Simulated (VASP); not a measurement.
# BaTe (Fm-3m) in VASP: a series of runs

Runs on BaTe. Level: PBE. Tasks: single point.

Program: VASP 6.6.1. These are calculated values, not measurements. Logs are shortened: lines on timing, memory, paths and dates and some standing lists are left out, and cuts for length are marked.

### Step 1. The cell of the first run

Symmetry: Fm-3m, No. 225, cubic system. Conventional cell: a = 6.820 Å, b = 6.820 Å, c = 6.820 Å, α = 90.00°, β = 90.00°, γ = 90.00°. Within 4.5 Å of Ba (site symmetry m-3m) lie 6 Te at 3.41 Å. Te (site symmetry m-3m) has 6 Ba at 3.41 Å within 4.5 Å.

### Step 2. Single point, PBE

Contents of INCAR:

```
PREC     = Accurate       # precision mode
ENCUT    = 520            # plane-wave cutoff, eV
EDIFF    = 1E-7           # SCF threshold, eV
ISMEAR   = -1             # smearing method
SIGMA    = 0.05           # smearing width, eV
LREAL    = F              # projectors in reciprocal space
LASPH    = T              # aspherical terms in the spheres
NELM     = 80             # most SCF steps
ALGO     = Normal         # electronic algorithm
ISIF     = 2              # what is computed and relaxed
LWAVE    = F              # write WAVECAR
LCHARG   = F              # write CHGCAR
GGA      = PE             # functional
NBANDS   = 15             # bands
```

Contents of KPOINTS:

```
regular mesh
0
Gamma
  10 10 10
```

Contents of POSCAR:

```
BaTe
1.0
    0.0000000000      3.4100000000      3.4100000000
    3.4100000000      0.0000000000      3.4100000000
    3.4100000000      3.4100000000      0.0000000000
Ba Te
1 1
Direct
    0.0000000000      0.0000000000      0.0000000000
    0.5000000000      0.5000000000      0.5000000000
```

Potentials or basis: VASP PAW PBE potentials, release 64 (Ba_sv, Te).

Run with:

```console
$ cat potpaw_PBE.64/Ba_sv/POTCAR potpaw_PBE.64/Te/POTCAR > POTCAR
$ mpirun -np 1 vasp_std > vasp.out
```

OUTCAR:

```text
PREC = Accurate
   ENCUT = 520
   EDIFF = 1E-7
   ISMEAR = -1
   LREAL = F
   LASPH = T
   NELM = 80
   ISIF = 2
   GGA = PE

 ion  position               nearest neighbor table
   1  0.000  0.000  0.000-   2 3.41   2 3.41   2 3.41   2 3.41   2 3.41   2 3.41
   2  0.500  0.500  0.500-   1 3.41   1 3.41   1 3.41   1 3.41   1 3.41   1 3.41

  LATTYP: Found a face centered cubic cell.
 ALAT       =     6.8200000000

  Lattice vectors:

 A1 = (   0.0000000000,   3.4100000000,   3.4100000000)
 A2 = (   3.4100000000,   0.0000000000,   3.4100000000)
 A3 = (   3.4100000000,   3.4100000000,   0.0000000000)

Analysis of symmetry for initial positions (statically):
=====================================================================
 Subroutine PRICEL returns:
 Original cell was already a primitive cell.

 Routine SETGRP: Setting up the symmetry group for a
 face centered cubic supercell.

 Subroutine GETGRP returns: Found 48 space group operations
 (whereof 48 operations were pure point group operations)
 out of a pool of 48 trial point group operations.

The static configuration has the point symmetry O_h .

Analysis of symmetry for dynamics (positions and initial velocities):
=====================================================================
 Subroutine PRICEL returns:
 Original cell was already a primitive cell.

 Routine SETGRP: Setting up the symmetry group for a
 face centered cubic supercell.

 Subroutine GETGRP returns: Found 48 space group operations
 (whereof 48 operations were pure point group operations)
 out of a pool of 48 trial point group operations.

The dynamic configuration has the point symmetry O_h .

 Subroutine INISYM returns: Found 48 space group operations
 (whereof 48 operations are pure point group operations),
 and found     1 'primitive' translations

----------------------------------------------------------------------------------------

                                     Primitive cell

  volume of cell :      79.3036

  direct lattice vectors                    reciprocal lattice vectors
     0.000000000  3.410000000  3.410000000    -0.146627566  0.146627566  0.146627566
     3.410000000  0.000000000  3.410000000     0.146627566 -0.146627566  0.146627566
     3.410000000  3.410000000  0.000000000     0.146627566  0.146627566 -0.146627566

  length of vectors
     4.822468248  4.822468248  4.822468248     0.253966394  0.253966394  0.253966394

  position of ions in fractional coordinates (direct lattice)
[... 8 lines left out ...]
----------------------------------------------------------------------------------------

 KPOINTS: regular mesh

Automatic generation of k-mesh.
 Grid dimensions read from file:
 generate k-points for:   10   10   10

 Generating k-lattice:

  Cartesian coordinates                     Fractional coordinates (reciprocal lattice)
    -0.014662757  0.014662757  0.014662757     0.100000000  0.000000000  0.000000000
     0.014662757 -0.014662757  0.014662757     0.000000000  0.100000000  0.000000000
     0.014662757  0.014662757 -0.014662757     0.000000000  0.000000000  0.100000000

  Length of vectors
     0.025396639  0.025396639  0.025396639

  Shift w.r.t. Gamma in fractional coordinates (k-lattice)
     0.000000000  0.000000000  0.000000000

 Subroutine IBZKPT returns following result:
 ===========================================

 Found     47 irreducible k-points:

 Following reciprocal coordinates:
            Coordinates               Weight
  0.000000  0.000000  0.000000      1.000000
  0.100000  0.000000  0.000000      8.000000
  0.200000  0.000000  0.000000      8.000000
  0.300000  0.000000  0.000000      8.000000
  0.400000  0.000000  0.000000      8.000000
  0.500000  0.000000  0.000000      4.000000
[... 16 lines left out ...]
  0.300000  0.300000  0.000000      6.000000
  0.400000  0.300000  0.000000     24.000000
 [... further k-points ...]
   k-points           NKPTS =     47   k-points in BZ     NKDIM =     47   number of bands    NBANDS=     15
   number of dos      NEDOS =    301   number of ions     NIONS =      2
   total plane-waves  NPLWV =  46656
   dimension x,y,z NGX =    36 NGY =   36 NGZ =   36
   dimension x,y,z NGXF=    72 NGYF=   72 NGZF=   72
   ions per type =               1   1
   NGX,Y,Z   is equivalent  to a cutoff of  12.41, 12.41, 12.41 a.u.
   NGXF,Y,Z  is equivalent  to a cutoff of  24.82, 24.82, 24.82 a.u.
 SYSTEM =  unknown system
   PREC   = accura    normal or accurate (medium, high low for compatibility)
   ISTART =      0    job   : 0-new  1-cont  2-samecut
   ICHARG =      2    charge: 1-file 2-atom 10-const
   ISPIN  =      1    spin polarized calculation?
   LNONCOLLINEAR =      F non collinear calculations
   LSORBIT =      F    spin-orbit coupling
   LASPH  =      T    aspherical Exc in radial PAW
   ENCUT  =  520.0 eV  38.22 Ry    6.18 a.u.   8.97  8.97  8.97*2*pi/ulx,y,z
   NELM   =     80;   NELMIN=  2; NELMDL= -5     # of ELM steps
   EDIFF  = 0.1E-06   stopping-criterion for ELM
   LREAL  =      F    real-space projection
   EDIFFG = 0.1E-05   stopping-criterion for IOM
   NSW    =      0    number of steps for IOM
   IBRION =     -1    ionic relax: 0-MD 1-quasi-New 2-CG
   NFREE  =      0    steps in history (QN), initial steepest desc. (CG)
   ISIF   =      2    stress and relaxation
   ISYM   =      2    0-nonsym 1-usesym 2-fastsym
   POTIM  = 0.5000    time-step for ionic-motion
   TEBEG  =    0.0;   TEEND  =   0.0 temperature during run
   PSTRESS=    0.0 pullay stress
   NELECT =      16.0000    total number of electrons
   NUPDOWN=      -1.0000    fix difference up-down
   EMIN   =  10.00;   EMAX   =-10.00  energy-range for DOS
   EFERMI =   0.00;   METHOD = LEGACY
   ISMEAR =    -1;   SIGMA  =   0.05  broadening in eV -4-tet -1-fermi 0-gaus
   EFERMI_NEDOS =   21; number of points for ismear=-14 and -15
   IALGO  =     38    algorithm
   IMIX   =      4    mixing-type and parameters
     AMIX     =   0.40;   BMIX     =  1.00
     AMIX_MAG =   1.60;   BMIX_MAG =  1.00
  volume/ion in A,a.u.               =      39.65       267.58
  Fermi-wavevector in a.u.,A,eV,Ry     =   0.960175  1.814468 12.543704  0.921936
  Thomas-Fermi vector in A             =   2.089436
   LORBIT       =      0    0 simple, 1 ext, 2 COOP (PROOUT), +10 PAW based schemes
   GGA     = PE    functional components
   LHFCALC =     F    Hartree Fock is set to
   AEXX    =    0.0000 exact exchange contribution
   IVDW    =     0    specifies the selected vdW correction
   LEPSILON=     F    determine dielectric tensor
   LRPA    =     F    only Hartree local field effects (RPA)
 non-spin polarized calculation
  energy-cutoff  :      520.00
  volume of cell :       79.30
 maximum number of plane-waves:      2162
   NGX = 17   NGY = 17   NGZ = 17

 number of electron      16.0000000 magnetization

 Free energy of the ion-electron system (eV)
  ---------------------------------------------------
  ext. energy  EPLUGINS =         0.00000000
  ---------------------------------------------------
  free energy    TOTEN  =        -8.51290246 eV

  energy without entropy =       -8.51290244  energy(sigma->0) =       -8.51290245

 E-fermi :   3.4670     XC(G=0):  -8.5644

 val. band max:        2.7955482730   @ k =   0.0000   0.0000   0.0000
 cond. band min:       4.1243810075   @ k =   0.5000   0.5000   0.0000
 fundamental gap:      1.3288327346
 Fermi energy:         3.4670192831

 k-point     1 :       0.0000    0.0000    0.0000
  band No.  band energies     occupation
      1     -24.0335      2.00000
      2      -9.2065      2.00000
      3      -9.2065      2.00000
      4      -9.2065      2.00000
      5      -6.9314      2.00000
      6       2.7955      2.00000
      7       2.7955      2.00000
      8       2.7955      2.00000
      9       5.6585      0.00000
     10       5.6585      0.00000
     11       5.6585      0.00000
     12       6.0234      0.00000
     13       6.3622      0.00000
     14       6.3622      0.00000
     15       9.7743      0.00000

 k-point     2 :       0.1000    0.0000    0.0000
  band No.  band energies     occupation
      1     -24.0316      2.00000
      2      -9.2814      2.00000
      3      -9.2078      2.00000
      4      -9.2078      2.00000
      5      -6.8243      2.00000
      6       2.4078      2.00000
      7       2.6061      2.00000
      8       2.6061      2.00000
      9       5.6990      0.00000
     10       5.7991      0.00000
     11       5.7991      0.00000
     12       6.4828      0.00000
     13       6.6961      0.00000
     14       6.6961      0.00000
     15      10.1291      0.00000

 k-point     3 :       0.2000    0.0000    0.0000
  band No.  band energies     occupation
      1     -24.0265      2.00000
      2      -9.4539      2.00000
      3      -9.2112      2.00000
      4      -9.2112      2.00000
      5      -6.5637      2.00000
      6       1.6637      2.00000
      7       2.2113      2.00000
      8       2.2113      2.00000
      9       5.7992      0.00000
     10       6.1763      0.00000
     11       6.1763      0.00000
     12       7.5004      0.00000
     13       7.5505      0.00000
     14       7.5505      0.00000
     15      11.0162      0.00000
[... 343 lines left out ...]
 k-point    23 :       0.3000    0.3000    0.0000
  band No.  band energies     occupation
      1     -24.0157      2.00000
      2      -9.5013      2.00000
      3      -9.2817      2.00000
      4      -9.2817      2.00000
      5      -6.5081      2.00000
      6       1.0934      2.00000
      7       2.4279      2.00000
      8       2.4279      2.00000
      9       4.5166      0.00000
     10       6.9446      0.00000
     11       7.0957      0.00000
     12       8.0002      0.00000
     13       8.0002      0.00000
     14      10.6707      0.00000
     15      11.3807      0.00000

 k-point    24 :       0.4000    0.3000    0.0000
  band No.  band energies     occupation
      1     -24.0117      2.00000
      2      -9.5331      2.00000
      3      -9.3040      2.00000
      4      -9.2921      2.00000
      5      -6.5007      2.00000
      6       1.1858      2.00000
      7       2.2005      2.00000
      8       2.3028      2.00000
      9       4.5782      0.00000
     10       7.3307      0.00000
     11       7.6050      0.00000
     12       8.3893      0.00000
     13       8.4109      0.00000
     14       9.7570      0.00000
     15      11.1246      0.00000

 [... further k-points ...]

------------------------ aborting loop because EDIFF is reached ----------------------------------------

  FORCE on cell =-STRESS in cart. coord.  units (eV):
  Direction    XX          YY          ZZ          XY          YZ          ZX
  --------------------------------------------------------------------------------------
  -------------------------------------------------------------------------------------
  Total        2.0991489      2.0991489      2.0991489     -0.0000000      0.0000000     -0.0000000
  in kB       42.4092604     42.4092604     42.4092604     -0.0000000      0.0000000     -0.0000000
  external PRESSURE =      42.4092604 kB  Pullay stress =       0.0000000 kB

 VOLUME and BASIS-vectors are now :
 -----------------------------------------------------------------------------
  energy-cutoff  :      520.00
  volume of cell :       79.30
      direct lattice vectors                 reciprocal lattice vectors
     0.000000000  3.410000000  3.410000000    -0.146627566  0.146627566  0.146627566
     3.410000000  0.000000000  3.410000000     0.146627566 -0.146627566  0.146627566
     3.410000000  3.410000000  0.000000000     0.146627566  0.146627566 -0.146627566

 POSITION                                       TOTAL-FORCE (eV/Angst)
 -----------------------------------------------------------------------------------
      0.00000      0.00000      0.00000         0.000000      0.000000      0.000000
      3.41000      3.41000      3.41000        -0.000000     -0.000000     -0.000000
 -----------------------------------------------------------------------------------
    total drift:                                0.000000      0.000000      0.000000

  FREE ENERGIE OF THE ION-ELECTRON SYSTEM (eV)
  ---------------------------------------------------
  free  energy   TOTEN  =        -8.5129024647 eV

  energy  without entropy=       -8.5129024415  energy(sigma->0) =       -8.51290245
```

It took 25 s on 1 thread of Intel Xeon Platinum 8488C (Sapphire Rapids), shared host; peak memory 0.23 GiB.

What came out:

```yaml
Free_energy: -8.5129 eV
Pressure: 4.2 GPa
Band_gap_on_the_k_mesh: 1.33 eV, indirect (least direct gap 1.71 eV)
```

Caveat: spin-orbit coupling is left out, which moves the levels of the heavy elements.

### Step 3. Single point, PBE

Contents of INCAR:

```
SYSTEM = BaTe
PREC = Accurate ; ENCUT = 520
EDIFF = 1E-6 ; ISMEAR = -1
SIGMA = 0.05 ; LREAL = .FALSE.
LASPH = .TRUE. ; NELM = 80
ALGO = Normal ; ISIF = 2
LWAVE = .FALSE. ; LCHARG = .TRUE.
GGA = PE ; LELF = .TRUE.
LVHAR = .TRUE. ; NBANDS = 15
```

Contents of KPOINTS:

```
regular mesh
0
G
  6 6 6
  0 0 0
```

POSCAR is that of step 2.

Potentials or basis: VASP PAW PBE potentials, release 64 (Ba_sv, Te).

Run with:

```console
$ cat potpaw_PBE.64/Ba_sv/POTCAR potpaw_PBE.64/Te/POTCAR > POTCAR
$ mpirun -np 1 vasp_std > vasp.out
```

It took 33 s on 1 thread of AMD EPYC 7R13 (Zen 3), shared host; peak memory 0.18 GiB.

Results (log left out):

* Free energy: -8.5121 eV
* Pressure: 4.3 GPa
* Band gap on the k mesh: 1.33 eV, indirect (least direct gap 1.71 eV)

Levels at points of the mesh, in eV from the valence-band top:
```tsv
k point	band 4	band 5	band 6	band 7	band 8	band 9	band 10	band 11	band 12	band 13
(0.00, 0.00, 0.00)	-12.00	-9.73	0.00	0.00	0.00	2.86	2.86	2.86	3.23	3.57
(0.50, 0.00, 0.00)	-12.02	-8.74	-2.46	-1.30	-1.30	4.29	4.94	5.04	5.04	7.14
(0.50, 0.50, 0.00)	-12.12	-9.50	-1.15	-0.38	-0.38	1.33	4.55	5.00	5.96	6.00
```

Caveat: spin-orbit coupling is left out, which moves the levels of the heavy elements. A k mesh can miss the band edges.
